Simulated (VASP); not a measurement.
Input of a VASP 6.6.1 run:

The input INCAR:

```
PREC = Accurate ; ENCUT = 520
EDIFF = 1E-6 ; ISMEAR = 0
SIGMA = 0.1 ; LREAL = F
LASPH = T ; NELM = 100
ALGO = Fast ; ISIF = 2
LWAVE = F ; LCHARG = F
GGA = PE ; NBANDS = 36
```

The input KPOINTS:

```
Automatic mesh
0
Gamma
  10 10 10
```

The input POSCAR:

```
MnSn3
1.0
    0.0000000000      3.7167177337      3.7167177337
    3.7167177337      0.0000000000      3.7167177337
    3.7167177337      3.7167177337      0.0000000000
Sn Mn
3 1
Direct
    0.2500000000      0.2500000000      0.2500000000
    0.7500000000      0.7500000000      0.7500000000
    0.5000000000      0.5000000000      0.5000000000
    0.0000000000      0.0000000000      0.0000000000
```

Potentials or basis: VASP PAW PBE potentials, release 64 (Sn_d, Mn_pv).

Run with:

```console
$ cat potpaw_PBE.64/Sn_d/POTCAR potpaw_PBE.64/Mn_pv/POTCAR > POTCAR
$ mpirun -np 1 vasp_std > vasp.out
```

(1) What does it give for the pressure?

(2) Estimate the band gap on the k mesh.

Results:

(1) -7.9 GPa.

(2) zero (an odd number of electrons rules out a gap without spin polarisation).

Caveat: the cell stands under tension; spin-orbit coupling is left out, which moves the levels of the heavy elements; the run has no spin polarisation, though such a crystal can be magnetic.
